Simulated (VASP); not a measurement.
Input of a VASP 6.6.1 run:

The input POSCAR:

```
S
1.0
    0.0000000000      2.1538983715      2.1538983715
    2.1538983715      0.0000000000      2.1538983715
    2.1538983715      2.1538983715      0.0000000000
S
1
Direct
    0.0000000000      0.0000000000      0.0000000000
```

INCAR.step1

```
PREC = Accurate
ENCUT = 520
ISMEAR = 0
SIGMA = 0.15
LREAL = F
LASPH = T
NELM = 100
NBANDS = 9
GGA = PE
ALGO = Normal
EDIFF = 1E-4
LWAVE = T
LCHARG = F
```

File INCAR.step2:

```
PREC = Accurate
ENCUT = 520
EDIFF = 1E-7
ISMEAR = 0
SIGMA = 0.15
LREAL = F
LASPH = T
NELM = 100
ALGO = Normal
ISIF = 2
LWAVE = F
LCHARG = T
METAGGA = R2SCAN
LMIXTAU = T
LELF = T
LVHAR = T
NBANDS = 9
ISTART = 1
```

KPOINTS

```
regular mesh
0
Gamma
  20 20 20
```

Potentials or basis: VASP PAW PBE potentials, release 64 (S).

Command:

```sh
$ cat potpaw_PBE.64/S/POTCAR > POTCAR
$ cp INCAR.step1 INCAR
$ mpirun -np 1 vasp_std > vasp.out
$ cp INCAR.step2 INCAR
$ mpirun -np 1 vasp_std > vasp.out
```

Task: Estimate the band gap on the k mesh.

Result: Zero (band 3 reaches 6.46 eV, above the bottom of band 4 at 2.52 eV).

Task: Predict the pressure.

Result: -11.2 GPa.

Caveat: the cell differs from its parent crystal (strain +0.080 along x and y, +0.080 along z); the PAW data sets were made with another functional, which shifts forces and pressure a little.
